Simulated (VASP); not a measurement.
# HfC (rock salt type) (Fm-3m) in VASP: further runs, part 2 of 2

VASP 6.6.1.

**3. Single point, HSE06**

File POSCAR:

```
HfC
1.0
    0.0000000000      2.3093955030      2.3093955030
    2.3093955030      0.0000000000      2.3093955030
    2.3093955030      2.3093955030      0.0000000000
Hf C
1 1
Direct
    0.0000000000      0.0000000000      0.0000000000
    0.5000000000      0.5000000000      0.5000000000
```

File INCAR.step1:

```
SYSTEM = HfC
PREC = Accurate
ENCUT = 520
EDIFF = 1E-5
ISMEAR = -1
SIGMA = 0.1
LREAL = .False.
LASPH = .True.
NELM = 60
ALGO = Normal
ISIF = 2
LWAVE = .True.
LCHARG = .False.
GGA = PE
NBANDS = 14
```

File INCAR.step2:

```
SYSTEM = HfC
PREC = Accurate
ENCUT = 520
EDIFF = 1E-6
ISMEAR = -1
SIGMA = 0.1
LREAL = .False.
LASPH = .True.
NELM = 60
ALGO = Normal
ISIF = 2
LWAVE = .False.
LCHARG = .False.
GGA = PE
LHFCALC = .True.
HFSCREEN = 0.2079
PRECFOCK = Normal
ISTART = 1
NBANDS = 14
```

File KPOINTS:

```
regular mesh
0
Gamma
  4 4 4
  0 0 0
```

Potentials or basis: VASP PAW PBE potentials, release 64 (Hf_pv, C).

Command:

```
$ cat potpaw_PBE.64/Hf_pv/POTCAR potpaw_PBE.64/C/POTCAR > POTCAR
$ cp INCAR.step1 INCAR
$ mpirun -np 1 vasp_std > vasp.out
$ cp INCAR.step2 INCAR
$ mpirun -np 1 vasp_std > vasp.out
```

OUTCAR:

```text
SYSTEM = HfC
   PREC = Accurate
   ENCUT = 520
   EDIFF = 1E-6
   ISMEAR = -1
   LREAL = .False.
   LASPH = .True.
   NELM = 60
   ISIF = 2
   GGA = PE
   LHFCALC = .True.
   HFSCREEN = 0.2079
   PRECFOCK = Normal
   ISTART = 1

 ion  position               nearest neighbor table
   1  0.000  0.000  0.000-   2 2.31   2 2.31   2 2.31   2 2.31   2 2.31   2 2.31
   2  0.500  0.500  0.500-   1 2.31   1 2.31   1 2.31   1 2.31   1 2.31   1 2.31

  LATTYP: Found a face centered cubic cell.
 ALAT       =     4.6187910060

  Lattice vectors:

 A1 = (   0.0000000000,   2.3093955030,   2.3093955030)
 A2 = (   2.3093955030,   0.0000000000,   2.3093955030)
 A3 = (   2.3093955030,   2.3093955030,   0.0000000000)

Analysis of symmetry for initial positions (statically):
=====================================================================
 Subroutine PRICEL returns:
 Original cell was already a primitive cell.

 Routine SETGRP: Setting up the symmetry group for a
 face centered cubic supercell.

 Subroutine GETGRP returns: Found 48 space group operations
 (whereof 48 operations were pure point group operations)
 out of a pool of 48 trial point group operations.

The static configuration has the point symmetry O_h .

Analysis of symmetry for dynamics (positions and initial velocities):
=====================================================================
 Subroutine PRICEL returns:
 Original cell was already a primitive cell.

 Routine SETGRP: Setting up the symmetry group for a
 face centered cubic supercell.

 Subroutine GETGRP returns: Found 48 space group operations
 (whereof 48 operations were pure point group operations)
 out of a pool of 48 trial point group operations.

The dynamic configuration has the point symmetry O_h .

 Subroutine INISYM returns: Found 48 space group operations
 (whereof 48 operations are pure point group operations),
 and found     1 'primitive' translations

[... 113 lines left out ...]
   IVDW    =     0    specifies the selected vdW correction
   LEPSILON=     F    determine dielectric tensor
   LRPA    =     F    only Hartree local field effects (RPA)
 non-spin polarized calculation
  energy-cutoff  :      520.00
  volume of cell :       24.63
 maximum number of plane-waves:       684
  NGX = 20; NGY = 20; NGZ = 20

 number of electron      14.0000002 magnetization

 Free energy of the ion-electron system (eV)
  ---------------------------------------------------
  ext. energy  EPLUGINS =         0.00000000
  ---------------------------------------------------
  free energy    TOTEN  =       -23.90809549 eV

  energy without entropy =      -23.87726527  energy(sigma->0) =      -23.89268038

 E-fermi :   5.6283     XC(G=0): -10.1400

 val. band max:        5.6011022864   @ k =   0.2500   0.2500   0.0000
 cond. band min:       5.6315362806   @ k =   0.5000   0.5000   0.0000
 fundamental gap:      0.0304339942
 Fermi energy:         5.6282750075

 k-point     1 :       0.0000    0.0000    0.0000
  band No.  band energies     occupation
      1     -25.7612      2.00000
      2     -25.7612      2.00000
      3     -25.7612      2.00000
      4      -8.2157      2.00000
      5       6.9762      0.00000
      6       6.9762      0.00000
      7       6.9762      0.00000
      8       7.8407      0.00000
      9       7.8407      0.00000
     10       7.8407      0.00000
     11       9.8989      0.00000
     12       9.8989      0.00000
     13      13.9552      0.00000
     14      17.8000      0.00000
[... 105 lines left out ...]
      1     -26.2662      2.00000
      2     -26.2662      2.00000
      3     -26.0541      2.00000
      4      -5.2847      2.00000
      5       2.3500      2.00000
      6       2.6198      2.00000
      7       2.6198      2.00000
      8      10.3510      0.00000
      9      10.3510      0.00000
     10      13.8467      0.00000
     11      14.0250      0.00000
     12      15.3839      0.00000
     13      20.9062      0.00000
     14      21.2578      0.00000

------------------------ aborting loop because EDIFF is reached ----------------------------------------

  FORCE on cell =-STRESS in cart. coord.  units (eV):
  Direction    XX          YY          ZZ          XY          YZ          ZX
  --------------------------------------------------------------------------------------
  -------------------------------------------------------------------------------------
  Total        0.1046266      0.1046266      0.1046266      0.0000000      0.0000000     -0.0000000
  in kB        6.8049925      6.8049925      6.8049925      0.0000000      0.0000000     -0.0000000
  external PRESSURE =       6.8049925 kB  Pullay stress =       0.0000000 kB

 VOLUME and BASIS-vectors are now :
 -----------------------------------------------------------------------------
  energy-cutoff  :      520.00
  volume of cell :       24.63
      direct lattice vectors                 reciprocal lattice vectors
     0.000000000  2.309395503  2.309395503    -0.216506873  0.216506873  0.216506873
     2.309395503  0.000000000  2.309395503     0.216506873 -0.216506873  0.216506873
     2.309395503  2.309395503  0.000000000     0.216506873  0.216506873 -0.216506873

 POSITION                                       TOTAL-FORCE (eV/Angst)
 -----------------------------------------------------------------------------------
      0.00000      0.00000      0.00000        -0.000000      0.000000     -0.000000
      2.30940      2.30940      2.30940         0.000000     -0.000000      0.000000
 -----------------------------------------------------------------------------------
    total drift:                               -0.000001     -0.000001     -0.000001

  FREE ENERGIE OF THE ION-ELECTRON SYSTEM (eV)
  ---------------------------------------------------
  free  energy   TOTEN  =       -23.9080954873 eV

  energy  without entropy=      -23.8772652699  energy(sigma->0) =      -23.89268038
```

OSZICAR.step1:

```text
N       E                     dE             d eps       ncg     rms          rms(c)
DAV:   1     0.295411746401E+02    0.29541E+02   -0.73816E+03   224   0.966E+02
DAV:   2    -0.226236939196E+02   -0.52165E+02   -0.49049E+02   304   0.213E+02
DAV:   3    -0.241251311836E+02   -0.15014E+01   -0.14939E+01   260   0.270E+01
DAV:   4    -0.241317407339E+02   -0.66096E-02   -0.66093E-02   268   0.213E+00
DAV:   5    -0.241317801367E+02   -0.39403E-04   -0.39402E-04   248   0.142E-01    0.592E+01
DAV:   6    -0.210697988311E+02    0.30620E+01   -0.12190E+01   230   0.182E+01    0.414E+01
DAV:   7    -0.209938244302E+02    0.75974E-01   -0.51349E-01   284   0.513E+00    0.247E+01
DAV:   8    -0.209882441035E+02    0.55803E-02   -0.89811E-02   248   0.214E+00    0.594E+00
DAV:   9    -0.209803958029E+02    0.78483E-02   -0.31606E-02   230   0.976E-01    0.200E+00
DAV:  10    -0.209798144830E+02    0.58132E-03   -0.18952E-03   284   0.323E-01    0.531E-02
DAV:  11    -0.209798145092E+02   -0.26207E-07   -0.10027E-04   248   0.827E-02    0.372E-02
DAV:  12    -0.209798147539E+02   -0.24462E-06   -0.11253E-06   172   0.102E-02
   1 F= -.20979815E+02 E0= -.20966800E+02  d E =-.260304E-01
```

It took 3 min on 1 thread of AMD EPYC 7R13 (Zen 3), shared host; peak memory 0.22 GiB.

Results:

```
Free energy            : -23.9081 eV
Pressure               : 0.7 GPa
Band gap on the k mesh : zero (band 7 reaches 6.98 eV, above the bottom of band 8 at 5.60 eV)
```

Caveat: the k points lie up to 0.59 Å⁻¹ apart; the PAW data sets were made with another functional, which shifts forces and pressure a little; spin-orbit coupling is left out, which moves the levels of the heavy elements.

**4. Single point, HSE06**

This run uses another cell than the first one, of 12.69 Å³/atom, 1.031 times its volume.

File POSCAR:

```
HfC
1.0
    0.0000000000      2.3327243092      2.3327243092
    2.3327243092      0.0000000000      2.3327243092
    2.3327243092      2.3327243092      0.0000000000
Hf C
1 1
Direct
    0.0000000000      0.0000000000      0.0000000000
    0.5000000000      0.5000000000      0.5000000000
```

File INCAR.step1:

```
SYSTEM = HfC
PREC = Accurate
ENCUT = 520
EDIFF = 1E-5
ISMEAR = -1
SIGMA = 0.1
LREAL = .FALSE.
LASPH = .TRUE.
NELM = 100
ALGO = Normal
ISIF = 2
LWAVE = .TRUE.
LCHARG = .FALSE.
NBANDS = 14
GGA = PE
```

File INCAR.step2:

```
SYSTEM = HfC
PREC = Accurate
ENCUT = 520
EDIFF = 1E-6
ISMEAR = -1
SIGMA = 0.1
LREAL = .FALSE.
LASPH = .TRUE.
NELM = 100
ALGO = Normal
ISIF = 2
LWAVE = .FALSE.
LCHARG = .FALSE.
GGA = PE
LHFCALC = .TRUE.
HFSCREEN = 0.2079
PRECFOCK = Normal
NBANDS = 14
ISTART = 1
```

File KPOINTS:

```
Automatic mesh
0
G
  4 4 4
  0 0 0
```

Command:

```
$ cat potpaw_PBE.64/Hf_pv/POTCAR potpaw_PBE.64/C/POTCAR > POTCAR
$ cp INCAR.step1 INCAR
$ mpirun -np 1 vasp_std > vasp.out
$ cp INCAR.step2 INCAR
$ mpirun -np 1 vasp_std > vasp.out
```

Run time: 2.8 min. Hardware: 1 thread of AMD EPYC 7R13 (Zen 3), shared host; peak memory 0.23 GiB.

Results (log left out):

```
Free energy            : -23.8953 eV
Pressure               : -6.1 GPa
Band gap on the k mesh : zero (band 7 reaches 6.76 eV, above the bottom of band 8 at 5.37 eV)
```

Levels at points of the mesh, in eV from the Fermi level:
```
           k point  band 4  band 5  band 6  band 7  band 8  band 9  band 10  band 11
(0.00, 0.00, 0.00)  -13.69    1.33    1.33    1.33    2.18    2.18     2.18     4.13
(0.50, 0.00, 0.00)   -9.66   -6.72   -3.24   -3.24    6.45    6.45     6.99     7.39
(0.50, 0.50, 0.00)  -11.62   -3.02   -1.42   -0.06   -0.06    6.19     7.91     7.91
```

Caveat: the k points lie up to 0.58 Å⁻¹ apart; the PAW data sets were made with another functional, which shifts forces and pressure a little; spin-orbit coupling is left out, which moves the levels of the heavy elements.

**5. Single point, HSE06**

This run uses another cell than the first one, of 12.69 Å³/atom, 1.031 times its volume.

POSCAR is that of step 4.

File INCAR.step1:

```
  PREC = Accurate
  ENCUT = 520
  EDIFF = 1E-5
  ISMEAR = -1
  SIGMA = 0.1
  LREAL = False
  LASPH = True
  NELM = 100
  ALGO = Normal
  ISIF = 2
  LWAVE = True
  LCHARG = False
  NBANDS = 14
  GGA = PE
```

File INCAR.step2:

```
  PREC = Accurate
  ENCUT = 520
  EDIFF = 1E-6
  ISMEAR = -1
  SIGMA = 0.1
  LREAL = False
  LASPH = True
  NELM = 100
  ALGO = Normal
  ISIF = 2
  LWAVE = False
  LCHARG = False
  GGA = PE
  LHFCALC = True
  HFSCREEN = 0.2079
  PRECFOCK = Normal
  NBANDS = 14
  ISTART = 1
```

File KPOINTS:

```
regular mesh
0
Gamma
  4 4 4
```

Potentials or basis: VASP PAW PBE potentials, release 64 (Hf_pv, C).

Command:

```
$ cat potpaw_PBE.64/Hf_pv/POTCAR potpaw_PBE.64/C/POTCAR > POTCAR
$ cp INCAR.step1 INCAR
$ mpirun -np 1 vasp_std > vasp.out
$ cp INCAR.step2 INCAR
$ mpirun -np 1 vasp_std > vasp.out
```

OUTCAR:

```text
PREC = Accurate
   ENCUT = 520
   EDIFF = 1E-6
   ISMEAR = -1
   LREAL = False
   LASPH = True
   NELM = 100
   ISIF = 2
   GGA = PE
   LHFCALC = True
   HFSCREEN = 0.2079
   PRECFOCK = Normal
   ISTART = 1

 ion  position               nearest neighbor table
   1  0.000  0.000  0.000-   2 2.33   2 2.33   2 2.33   2 2.33   2 2.33   2 2.33
   2  0.500  0.500  0.500-   1 2.33   1 2.33   1 2.33   1 2.33   1 2.33   1 2.33

[... 314 lines left out ...]
     13      20.2026      0.00000
     14      20.8251      0.00000

------------------------ aborting loop because EDIFF is reached ----------------------------------------

  FORCE on cell =-STRESS in cart. coord.  units (eV):
  Direction    XX          YY          ZZ          XY          YZ          ZX
  --------------------------------------------------------------------------------------
  -------------------------------------------------------------------------------------
  Total       -0.9650268     -0.9650268     -0.9650268     -0.0000000      0.0000000      0.0000000
  in kB      -60.9017406    -60.9017406    -60.9017406     -0.0000000      0.0000000      0.0000000
  external PRESSURE =     -60.9017406 kB  Pullay stress =       0.0000000 kB

 VOLUME and BASIS-vectors are now :
 -----------------------------------------------------------------------------
  energy-cutoff  :      520.00
  volume of cell :       25.39
      direct lattice vectors                 reciprocal lattice vectors
     0.000000000  2.332724309  2.332724309    -0.214341660  0.214341660  0.214341660
     2.332724309  0.000000000  2.332724309     0.214341660 -0.214341660  0.214341660
     2.332724309  2.332724309  0.000000000     0.214341660  0.214341660 -0.214341660

 POSITION                                       TOTAL-FORCE (eV/Angst)
 -----------------------------------------------------------------------------------
      0.00000      0.00000      0.00000         0.000000      0.000000      0.000000
      2.33272      2.33272      2.33272        -0.000000      0.000000      0.000000
 -----------------------------------------------------------------------------------
    total drift:                                0.000005      0.000008      0.000005

  FREE ENERGIE OF THE ION-ELECTRON SYSTEM (eV)
  ---------------------------------------------------
  free  energy   TOTEN  =       -23.8952584090 eV

  energy  without entropy=      -23.8655646764  energy(sigma->0) =      -23.88041154
```

Wall time 3 min (1 thread of AMD EPYC 7R13 (Zen 3), shared host); peak memory 0.23 GiB.

Results:

- Free energy: -23.8953 eV
- Pressure: -6.1 GPa
- Band gap on the k mesh: zero (band 7 reaches 6.76 eV, above the bottom of band 8 at 5.37 eV)

Levels at points of the mesh, in eV from the Fermi level:
| k point | band 5 | band 6 | band 7 | band 8 | band 9 | band 10 |
| --- | --- | --- | --- | --- | --- | --- |
| (0.00, 0.00, 0.00) | 1.33 | 1.33 | 1.33 | 2.18 | 2.18 | 2.18 |
| (0.50, 0.00, 0.00) | -6.72 | -3.24 | -3.24 | 6.45 | 6.45 | 6.99 |
| (0.50, 0.50, 0.00) | -3.02 | -1.42 | -0.06 | -0.06 | 6.19 | 7.91 |

Caveat: the k points lie up to 0.58 Å⁻¹ apart; the PAW data sets were made with another functional, which shifts forces and pressure a little; spin-orbit coupling is left out, which moves the levels of the heavy elements.
